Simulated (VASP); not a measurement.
**TiO2: single point with PBE+U**

Crystal: TiO2.

```xyz
6
Lattice="2.7557 -2.7558 -0.0206 2.7557 2.7558 -0.0206 -2.7183 0.0000 5.0125" Properties=species:S:1:pos:R:3 pbc="T T T"
Ti    2.0761    2.0668    1.2326
Ti    0.7170   -2.0668    3.7388
O    -0.6640   -0.6889    3.3327
O     3.4570    0.6889    1.6387
O     2.0979   -0.6889    4.1449
O     0.6952    0.6889    0.8265
```

This cell differs from its parent crystal: atoms shifted along a free coordinate.

* Program: VASP 6.6.1
* Task: single point
* Functional: PBE
* Potentials or basis: VASP PAW PBE potentials, release 64 (Ti_sv, O)
* Cutoff: 520 eV
* k mesh: 6 × 6 × 6
* Occupations: gaussian, width 0.05 eV
* Spin: no spin polarisation
* Hubbard terms: Ti d U = 4.0 eV

* Pressure: -8.7 GPa
* Largest force: 0.529 eV/Å
* Band gap on the k mesh: 2.41 eV (least direct gap 2.74 eV)

Forces in eV/Å, atoms in the order of the input:
```
Ti   0.000  0.000  0.000
Ti   0.000  0.000  0.000
O   -0.004  0.000 -0.529
O    0.004  0.000  0.529
O    0.004  0.000  0.529
O   -0.004  0.000 -0.529
```

Stress tensor (GPa, compression positive):
```
 -7.17   0.00  -0.04
  0.00  -7.16   0.00
 -0.04   0.00 -11.81
```

Levels at points of the mesh, in eV from the valence-band top:
| k point | band 21 | band 22 | band 23 | band 24 | band 25 | band 26 | band 27 | band 28 |
| --- | --- | --- | --- | --- | --- | --- | --- | --- |
| (0.00, 0.00, 0.00) | -0.84 | -0.82 | -0.37 | -0.37 | 2.41 | 3.00 | 3.86 | 3.86 |
| (0.50, 0.00, 0.00) | -1.63 | -1.06 | -0.79 | -0.69 | 3.35 | 3.48 | 3.53 | 3.64 |
| (0.50, 0.50, 0.00) | -1.91 | -1.91 | 0.00 | 0.00 | 3.37 | 3.37 | 3.74 | 3.74 |
| (0.00, 0.00, 0.50) | -1.34 | -1.34 | -0.15 | -0.15 | 2.70 | 2.70 | 3.78 | 3.78 |
| (0.50, 0.00, 0.50) | -1.63 | -1.06 | -0.79 | -0.69 | 3.35 | 3.48 | 3.53 | 3.64 |
| (0.50, 0.50, 0.50) | -1.91 | -1.91 | 0.00 | 0.00 | 3.37 | 3.37 | 3.74 | 3.74 |

Eigenvalues of the final occupation matrices:
```csv
site,spin,trace,eigenvalues
site 1 d,1,0.76,0.09 0.09 0.11 0.23 0.24
site 1 d,2,0.76,0.09 0.09 0.11 0.23 0.24
site 2 d,1,0.76,0.09 0.09 0.11 0.23 0.24
site 2 d,2,0.76,0.09 0.09 0.11 0.23 0.24
```

It took 93 s on 1 thread of AMD EPYC 9R45 96-Core Processor (Zen 5), on a shared host, peak memory 0.24 GiB.

Caveat: the cell differs from its parent crystal (atoms shifted along a free coordinate); the cell stands under tension. A k mesh can miss the band edges.
